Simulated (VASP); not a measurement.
# Al4CoNi3 (Im-3m) in VASP: notebook

Al4CoNi3 is run at these levels: PBE; tasks: single point.

Program: VASP 6.6.1. These are calculated values, not measurements. Logs are shortened: lines on timing, memory, paths and dates and some standing lists are left out, and cuts for length are marked.

## Step 1: The cell of the first run

The structure is cubic, space group Im-3m (No. 229). Conventional cell: a = 5.774 Å, b = 5.774 Å, c = 5.774 Å, α = 90.00°, β = 90.00°, γ = 90.00°. Within 3.3 Å of Al (site symmetry -3m) lie 6 Ni at 2.50 Å and 2 Co at 2.50 Å and 6 Al at 2.89 Å. Within 3.3 Å of Ni (site symmetry 4/mmm) lie 8 Al at 2.50 Å and 4 Ni at 2.89 Å and 2 Co at 2.89 Å. Co (site symmetry m-3m) has 8 Al at 2.50 Å and 6 Ni at 2.89 Å within 3.3 Å.

## Step 2: Single point, PBE, collinear spin, ferromagnetic start

File INCAR:

```
PREC = Accurate
ENCUT = 520
EDIFF = 1E-7
ISMEAR = 0
SIGMA = 0.1
LREAL = F
LASPH = T
NELM = 150
ALGO = Fast
ISIF = 2
LWAVE = F
LCHARG = T
ISPIN = 2
MAGMOM = 0 0 0 0 0 0 0 0.82
LORBIT = 11
LMAXMIX = 4
GGA = PE
LELF = T
LVHAR = T
NBANDS = 40
```

File KPOINTS:

```
Automatic mesh
0
Gamma
  4 4 4
```

File POSCAR:

```
Al4CoNi3
1.0
   -2.8867732000      2.8867732000      2.8867732000
    2.8867732000     -2.8867732000      2.8867732000
    2.8867732000      2.8867732000     -2.8867732000
Al Ni Co
4 3 1
Direct
    0.0000000000      0.5000000000      0.0000000000
    0.5000000000      0.5000000000      0.5000000000
    0.0000000000      0.0000000000      0.5000000000
    0.5000000000      0.0000000000      0.0000000000
    0.5000000000      0.0000000000      0.5000000000
    0.5000000000      0.5000000000      0.0000000000
    0.0000000000      0.5000000000      0.5000000000
    0.0000000000      0.0000000000      0.0000000000
```

Potentials or basis: VASP PAW PBE potentials, release 64 (Al, Ni, Co).

Launch:

```sh
> cat potpaw_PBE.64/Al/POTCAR potpaw_PBE.64/Ni/POTCAR potpaw_PBE.64/Co/POTCAR > POTCAR
> mpirun -np 1 vasp_std > vasp.out
```

OUTCAR:

```text
PREC = Accurate
   ENCUT = 520
   EDIFF = 1E-7
   ISMEAR = 0
   LREAL = F
   LASPH = T
   NELM = 150
   ISIF = 2
   ISPIN = 2
   LORBIT = 11
   GGA = PE

 ion  position               nearest neighbor table
   1  0.000  0.500  0.000-   5 2.50   6 2.50   7 2.50   8 2.50   7 2.50   8 2.50   6 2.50   5 2.50
                             4 2.89   3 2.89   2 2.89   2 2.89   4 2.89   3 2.89
   2  0.500  0.500  0.500-   5 2.50   6 2.50   7 2.50   8 2.50   6 2.50   5 2.50   7 2.50   8 2.50
                             4 2.89   4 2.89   1 2.89   1 2.89   3 2.89   3 2.89
   3  0.000  0.000  0.500-   5 2.50   6 2.50   7 2.50   8 2.50   8 2.50   7 2.50   5 2.50   6 2.50
                             4 2.89   1 2.89   1 2.89   4 2.89   2 2.89   2 2.89
   4  0.500  0.000  0.000-   5 2.50   6 2.50   7 2.50   8 2.50   5 2.50   6 2.50   8 2.50   7 2.50
                             3 2.89   2 2.89   1 2.89   3 2.89   1 2.89   2 2.89
   5  0.500  0.000  0.500-   1 2.50   2 2.50   3 2.50   4 2.50   4 2.50   2 2.50   3 2.50   1 2.50
                             7 2.89   6 2.89   8 2.89   8 2.89   7 2.89   6 2.89
   6  0.500  0.500  0.000-   1 2.50   2 2.50   3 2.50   4 2.50   2 2.50   4 2.50   1 2.50   3 2.50
                             7 2.89   5 2.89   8 2.89   7 2.89   8 2.89   5 2.89
   7  0.000  0.500  0.500-   1 2.50   2 2.50   3 2.50   4 2.50   1 2.50   3 2.50   2 2.50   4 2.50
                             6 2.89   8 2.89   8 2.89   6 2.89   5 2.89   5 2.89
   8  0.000  0.000  0.000-   1 2.50   2 2.50   3 2.50   4 2.50   3 2.50   1 2.50   4 2.50   2 2.50
                             6 2.89   7 2.89   7 2.89   5 2.89   6 2.89   5 2.89

  LATTYP: Found a body centered cubic cell.
 ALAT       =     5.7735464000

  Lattice vectors:

 A1 = (  -2.8867732000,   2.8867732000,   2.8867732000)
 A2 = (   2.8867732000,  -2.8867732000,   2.8867732000)
 A3 = (   2.8867732000,   2.8867732000,  -2.8867732000)

Analysis of symmetry for initial positions (statically):
=====================================================================
 Subroutine PRICEL returns:
 Original cell was already a primitive cell.

 Routine SETGRP: Setting up the symmetry group for a
 body centered cubic supercell.

 Subroutine GETGRP returns: Found 48 space group operations
 (whereof 48 operations were pure point group operations)
 out of a pool of 48 trial point group operations.

The static configuration has the point symmetry O_h .

Analysis of symmetry for dynamics (positions and initial velocities):
=====================================================================
 Subroutine PRICEL returns:
 Original cell was already a primitive cell.

 Routine SETGRP: Setting up the symmetry group for a
 body centered cubic supercell.

 Subroutine GETGRP returns: Found 48 space group operations
 (whereof 48 operations were pure point group operations)
 out of a pool of 48 trial point group operations.

The dynamic configuration has the point symmetry O_h .

Analysis of structural, dynamic, and magnetic symmetry:
=====================================================================
 Subroutine PRICEL returns:
 Original cell was already a primitive cell.

 Routine SETGRP: Setting up the symmetry group for a
 body centered cubic supercell.

 Subroutine GETGRP returns: Found 48 space group operations
 (whereof 48 operations were pure point group operations)
 out of a pool of 48 trial point group operations.

The overall configuration has the point symmetry O_h .

 Subroutine INISYM returns: Found 48 space group operations
 (whereof 48 operations are pure point group operations),
 and found     1 'primitive' translations

----------------------------------------------------------------------------------------

                                     Primitive cell

  volume of cell :      96.2272

  direct lattice vectors                    reciprocal lattice vectors
    -2.886773200  2.886773200  2.886773200     0.000000000  0.173203770  0.173203770
     2.886773200 -2.886773200  2.886773200     0.173203770  0.000000000  0.173203770
     2.886773200  2.886773200 -2.886773200     0.173203770  0.173203770  0.000000000

  length of vectors
     5.000037852  5.000037852  5.000037852     0.244947120  0.244947120  0.244947120

  position of ions in fractional coordinates (direct lattice)
     0.000000000  0.500000000  0.000000000
     0.500000000  0.500000000  0.500000000
     0.000000000  0.000000000  0.500000000
     0.500000000  0.000000000  0.000000000
     0.500000000  0.000000000  0.500000000
     0.500000000  0.500000000  0.000000000
     0.000000000  0.500000000  0.500000000
     0.000000000  0.000000000  0.000000000

  ion indices of the primitive-cell ions
   primitive index   ion index
                 1           1
                 2           2
                 3           3
                 4           4
                 5           5
                 6           6
                 7           7
                 8           8

----------------------------------------------------------------------------------------

 KPOINTS: Automatic mesh

Automatic generation of k-mesh.
 Grid dimensions read from file:
 generate k-points for:    4    4    4

 Generating k-lattice:

  Cartesian coordinates                     Fractional coordinates (reciprocal lattice)
     0.000000000  0.043300942  0.043300942     0.250000000  0.000000000  0.000000000
     0.043300942  0.000000000  0.043300942     0.000000000  0.250000000  0.000000000
     0.043300942  0.043300942  0.000000000     0.000000000  0.000000000  0.250000000

  Length of vectors
     0.061236780  0.061236780  0.061236780

  Shift w.r.t. Gamma in fractional coordinates (k-lattice)
     0.000000000  0.000000000  0.000000000

 Subroutine IBZKPT returns following result:
 ===========================================

 Found      8 irreducible k-points:

 Following reciprocal coordinates:
            Coordinates               Weight
  0.000000  0.000000  0.000000      1.000000
  0.250000  0.000000  0.000000     12.000000
  0.500000  0.000000  0.000000      6.000000
  0.250000  0.250000  0.000000     24.000000
  0.250000  0.250000  0.250000      2.000000
 -0.250000  0.250000  0.250000      6.000000
  0.500000  0.500000  0.250000     12.000000
  0.500000  0.500000  0.500000      1.000000
   k-points           NKPTS =      8   k-points in BZ     NKDIM =      8   number of bands    NBANDS=     40
   number of dos      NEDOS =    301   number of ions     NIONS =      8
   total plane-waves  NPLWV =  64000
   dimension x,y,z NGX =    40 NGY =   40 NGZ =   40
   dimension x,y,z NGXF=    80 NGYF=   80 NGZF=   80
   ions per type =               4   3   1
   NGX,Y,Z   is equivalent  to a cutoff of  13.30, 13.30, 13.30 a.u.
   NGXF,Y,Z  is equivalent  to a cutoff of  26.60, 26.60, 26.60 a.u.
 SYSTEM =  unknown system
   PREC   = accura    normal or accurate (medium, high low for compatibility)
   ISTART =      0    job   : 0-new  1-cont  2-samecut
   ICHARG =      2    charge: 1-file 2-atom 10-const
   ISPIN  =      2    spin polarized calculation?
   LNONCOLLINEAR =      F non collinear calculations
   LSORBIT =      F    spin-orbit coupling
   LASPH  =      T    aspherical Exc in radial PAW
   ENCUT  =  520.0 eV  38.22 Ry    6.18 a.u.   9.30  9.30  9.30*2*pi/ulx,y,z
   NELM   =    150;   NELMIN=  2; NELMDL= -5     # of ELM steps
   EDIFF  = 0.1E-06   stopping-criterion for ELM
   LREAL  =      F    real-space projection
   EDIFFG = 0.1E-05   stopping-criterion for IOM
   NSW    =      0    number of steps for IOM
   IBRION =     -1    ionic relax: 0-MD 1-quasi-New 2-CG
   NFREE  =      0    steps in history (QN), initial steepest desc. (CG)
   ISIF   =      2    stress and relaxation
   ISYM   =      2    0-nonsym 1-usesym 2-fastsym
   POTIM  = 0.5000    time-step for ionic-motion
   TEBEG  =    0.0;   TEEND  =   0.0 temperature during run
   PSTRESS=    0.0 pullay stress
   NELECT =      51.0000    total number of electrons
   NUPDOWN=      -1.0000    fix difference up-down
   EMIN   =  10.00;   EMAX   =-10.00  energy-range for DOS
   EFERMI =   0.00;   METHOD = LEGACY
   ISMEAR =     0;   SIGMA  =   0.10  broadening in eV -4-tet -1-fermi 0-gaus
   EFERMI_NEDOS =   21; number of points for ismear=-14 and -15
   IALGO  =     68    algorithm
   IMIX   =      4    mixing-type and parameters
     AMIX     =   0.40;   BMIX     =  1.00
     AMIX_MAG =   1.60;   BMIX_MAG =  1.00
  volume/ion in A,a.u.               =      12.03        81.17
  Fermi-wavevector in a.u.,A,eV,Ry     =   1.324846  2.503597 23.881194  1.755218
  Thomas-Fermi vector in A             =   2.454351
   LORBIT       =     11    0 simple, 1 ext, 2 COOP (PROOUT), +10 PAW based schemes
   GGA     = PE    functional components
   LHFCALC =     F    Hartree Fock is set to
   AEXX    =    0.0000 exact exchange contribution
   IVDW    =     0    specifies the selected vdW correction
   LEPSILON=     F    determine dielectric tensor
   LRPA    =     F    only Hartree local field effects (RPA)
 spin polarized calculation
 RMM-DIIS sequential band-by-band and
 Gauss-broadening in eV      SIGMA  =   0.10
  energy-cutoff  :      520.00
  volume of cell :       96.23
 maximum number of plane-waves:      2616
 NGX is ok and might be reduce to    40
   NGX = 19   NGY = 19   NGZ = 19

 number of electron      51.0000039 magnetization       0.8435861

 Free energy of the ion-electron system (eV)
  ---------------------------------------------------
  ext. energy  EPLUGINS =         0.00000000
  ---------------------------------------------------
  free energy    TOTEN  =       -43.44730156 eV

  energy without entropy =      -43.41636228  energy(sigma->0) =      -43.43183192

 E-fermi :  10.0274     XC(G=0): -12.0345

 val. band max:        9.9880193145   @ k =   0.2500   0.2500   0.0000
 cond. band min:      10.0329087404   @ k =  -0.2500   0.2500   0.2500
 fundamental gap:      0.0448894259
 Fermi energy:        10.0274408027

 spin component 1

 k-point     1 :       0.0000    0.0000    0.0000
  band No.  band energies     occupation
      1      -1.0501      1.00000
      2       4.7157      1.00000
      3       4.7157      1.00000
      4       4.7157      1.00000
      5       6.6052      1.00000
      6       6.6052      1.00000
[... 29 lines left out ...]
     36      15.5247      0.00000
     37      18.1618      0.00000
[... 248 lines left out ...]
      6       3.4313      1.00000
[... 29 lines left out ...]
     36      18.2741      0.00000
     37      18.2741      0.00000
 Fermi energy:        10.0274408027

 spin component 2

 k-point     1 :       0.0000    0.0000    0.0000
  band No.  band energies     occupation
      1      -1.0456      1.00000
      2       4.7611      1.00000
      3       4.7611      1.00000
      4       4.7611      1.00000
      5       6.7269      1.00000
      6       6.7269      1.00000
[... 29 lines left out ...]
     36      15.5314      0.00000
     37      18.2555      0.00000
[... 248 lines left out ...]
      6       3.4411      1.00000
[... 29 lines left out ...]
     36      18.2688      0.00000
     37      18.2688      0.00000
 [bands above 37 left out]

------------------------ aborting loop because EDIFF is reached ----------------------------------------

  FORCE on cell =-STRESS in cart. coord.  units (eV):
  Direction    XX          YY          ZZ          XY          YZ          ZX
  --------------------------------------------------------------------------------------
  -------------------------------------------------------------------------------------
  Total       -0.0121310     -0.0121310     -0.0121310      0.0000000      0.0000000      0.0000000
  in kB       -0.2019804     -0.2019804     -0.2019804      0.0000000      0.0000000      0.0000000
  external PRESSURE =      -0.2019804 kB  Pullay stress =       0.0000000 kB

 VOLUME and BASIS-vectors are now :
 -----------------------------------------------------------------------------
  energy-cutoff  :      520.00
  volume of cell :       96.23
      direct lattice vectors                 reciprocal lattice vectors
    -2.886773200  2.886773200  2.886773200     0.000000000  0.173203770  0.173203770
     2.886773200 -2.886773200  2.886773200     0.173203770  0.000000000  0.173203770
     2.886773200  2.886773200 -2.886773200     0.173203770  0.173203770  0.000000000

 POSITION                                       TOTAL-FORCE (eV/Angst)
 -----------------------------------------------------------------------------------
      1.44339     -1.44339      1.44339         0.000000      0.000000      0.000000
      1.44339      1.44339      1.44339        -0.000000      0.000000      0.000000
      1.44339      1.44339     -1.44339        -0.000000      0.000000      0.000000
     -1.44339      1.44339      1.44339         0.000000     -0.000000      0.000000
      0.00000      2.88677      0.00000        -0.000000      0.000000     -0.000000
      0.00000      0.00000      2.88677         0.000000     -0.000000     -0.000000
      2.88677      0.00000      0.00000        -0.000000      0.000000     -0.000000
      0.00000      0.00000      0.00000         0.000000      0.000000      0.000000
 -----------------------------------------------------------------------------------
    total drift:                               -0.000000     -0.000000      0.000000

  FREE ENERGIE OF THE ION-ELECTRON SYSTEM (eV)
  ---------------------------------------------------
  free  energy   TOTEN  =       -43.4473015620 eV

  energy  without entropy=      -43.4163622813  energy(sigma->0) =      -43.43183192

 total charge

# of ion       s       p       d       tot
------------------------------------------
    1        0.385   0.414   0.000   0.799
    2        0.385   0.414   0.000   0.799
    3        0.385   0.414   0.000   0.799
    4        0.385   0.414   0.000   0.799
    5        0.471   0.512   8.465   9.449
    6        0.471   0.512   8.465   9.449
    7        0.471   0.512   8.465   9.449
    8        0.424   0.472   7.488   8.384
--------------------------------------------------
tot          3.378   3.663  32.884  39.925

 magnetization (x)

# of ion       s       p       d       tot
------------------------------------------
    1        0.000   0.002   0.000   0.003
    2        0.000   0.002   0.000   0.003
    3        0.000   0.002   0.000   0.003
    4        0.000   0.002   0.000   0.003
    5        0.004   0.000   0.084   0.088
    6        0.004   0.000   0.084   0.088
    7        0.004   0.000   0.084   0.088
    8        0.006  -0.000   0.589   0.594
--------------------------------------------------
tot          0.019   0.009   0.842   0.870
```

Run time: 2.1 min. Hardware: 1 thread of Intel Xeon 6975P-C, shared host; peak memory 0.31 GiB.

What came out:

| Property | Result |
| --- | --- |
| Free energy | -43.4473 eV |
| Pressure | 0.0 GPa |
| Net moment | 0.84 μB per cell |
| Site moments | Al +0.00; Ni +0.09; Co +0.59 μB |
| Valence electrons inside the program's atomic spheres | Al 0.80; Ni 9.45; Co 8.38 |

Caveat: the k points lie up to 0.38 Å⁻¹ apart.

## Step 3: Single point, PBE, collinear spin, ferromagnetic start

File INCAR:

```
SYSTEM = Al4CoNi3
PREC = Accurate
ENCUT = 520
EDIFF = 1E-7
ISMEAR = 0
SIGMA = 0.2
LREAL = .False.
LASPH = .True.
NELM = 150
ALGO = Normal
ISIF = 2
LWAVE = .False.
LCHARG = .False.
ISPIN = 2
MAGMOM = 0 0 0 0 0 0 0 0.82
LORBIT = 11
LMAXMIX = 4
GGA = PE
NBANDS = 40
```

File KPOINTS:

```
Automatic mesh
0
Gamma
  6 6 6
  0 0 0
```

POSCAR, as its differences from that of step 2:

```diff
@@ -8,5 +8,5 @@
 Direct
-    0.0000000000      0.5000000000      0.0000000000
+    0.0000000000      0.5000000000      1.0000000000
     0.5000000000      0.5000000000      0.5000000000
-    0.0000000000      0.0000000000      0.5000000000
+    1.0000000000      1.0000000000      0.5000000000
     0.5000000000      0.0000000000      0.0000000000
```

Potentials or basis: VASP PAW PBE potentials, release 64 (Al, Ni, Co).

Launch:

```sh
> cat potpaw_PBE.64/Al/POTCAR potpaw_PBE.64/Ni/POTCAR potpaw_PBE.64/Co/POTCAR > POTCAR
> mpirun -np 1 vasp_std > vasp.out
```

Wall time 2.8 min (1 thread of Intel Xeon 6975P-C, shared host); peak memory 0.34 GiB.

It converged, with:

```yaml
Free_energy: -43.5585 eV
Pressure: -0.2 GPa
Net_moment: 0.85 μB per cell
Site_moments: Al -0.00; Ni +0.07; Co +0.67 μB
Valence_electrons_inside_the_program's_atomic_spheres: Al 0.80; Ni 9.45; Co 8.38
```

Levels at points of the mesh, in eV from the Fermi level:
Spin up:
| k point | band 22 | band 23 | band 24 | band 25 | band 26 | band 27 | band 28 | band 29 | band 30 | band 31 |
| --- | --- | --- | --- | --- | --- | --- | --- | --- | --- | --- |
| (0.00, 0.00, 0.00) | -1.39 | -1.39 | -1.39 | -1.11 | -0.98 | -0.98 | 1.53 | 1.53 | 1.69 | 2.58 |
| (0.50, 0.00, 0.00) | -1.67 | -1.23 | -0.99 | -0.65 | -0.43 | 1.04 | 1.11 | 2.60 | 2.80 | 5.25 |
| (0.50, 0.50, 0.50) | -1.02 | -1.02 | -0.72 | -0.56 | -0.56 | 2.09 | 2.09 | 2.09 | 3.67 | 4.55 |
Spin down:
```csv
k point,band 21,band 22,band 23,band 24,band 25,band 26,band 27,band 28,band 29,band 30
"(0.00, 0.00, 0.00)",-1.84,-1.14,-1.14,-1.14,-1.00,-0.49,-0.49,1.79,1.79,1.81
"(0.50, 0.00, 0.00)",-1.57,-1.40,-1.21,-0.68,-0.55,0.17,1.10,1.42,2.62,2.97
"(0.50, 0.50, 0.50)",-1.08,-0.86,-0.86,-0.58,0.16,0.16,2.10,2.10,2.10,3.66
```
